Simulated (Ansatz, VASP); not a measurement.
## Ag: VASP beside Ansatz

Contents of INCAR:

```
ALGO = Normal ; EDIFF = 1E-6
ENCUT = 520 ; GGA = PS
ISIF = 2 ; ISMEAR = 0
LASPH = True ; LCHARG = False
LREAL = False ; LWAVE = False
NBANDS = 12 ; NELM = 60
PREC = Accurate ; SIGMA = 0.15
```

KPOINTS

```
k-points
0
Gamma
  20 20 20
```

File POSCAR:

```
Ag
1.0
    0.0000000000      2.0022380000      2.0431000000
    2.0431000000      0.0000000000      2.0431000000
    2.0431000000      2.0022380000      0.0000000000
Ag
1
Direct
    0.0000000000      0.0000000000      0.0000000000
```

Input for Ansatz:

```yaml
crystal:
  lattice:
    - [0.0, 2.002238, 2.0431]
    - [2.0431, 0.0, 2.0431]
    - [2.0431, 2.002238, 0.0]
  atoms:
    - { symbol: Ag, position: [0.0, 0.0, 0.0] }
basis:
  ecutwfc: 420
kpoints:
  mp_grid: { grid: [20, 20, 20] }
hamiltonian:
  xc: pbesol
scf:
  occupations: { method: gaussian, width: 0.15 }
output:
  forces: true
  stress: true
  eigenvalues: true
```

Change from the starting cell: strain -0.0200 x Voigt [0, 1, 0, 0, 0, 0], atoms carried along.

Alike in both runs: task single point; functional PBEsol; k mesh 20 × 20 × 20; occupations gaussian, width 0.15 eV; no spin polarisation.

|  | VASP | Ansatz |
| --- | --- | --- |
| version | VASP 6.6.1 | Ansatz 0.2.0 |
| potentials or method | VASP PAW PBE potentials, release 64 (Ag), cutoff 520 eV | scalar-relativistic, plane waves, PAW |
| valence electrons in the cell | 11 | 19 |

VASP gave:

- gap on the k mesh at the Fermi level (eV): none
- pressure (GPa): -0.6
- traceless stress, the component that is largest in VASP (GPa): 0.51

What did Ansatz give for the same quantities?

gap on the k mesh at the Fermi level (eV): none; pressure (GPa): -0.4; traceless stress, the component that is largest in VASP (GPa): 0.52.

VASP's potentials were made for PBE, not for PBEsol. A gap of «none» marks a metal or a gap that the smearing closes. With one functional, cell and mesh, what is left measures potentials, basis and numerics. VASP's potentials hold 11 valence electrons a cell and Ansatz's 19, so a difference there can come from the potentials and not from the codes.
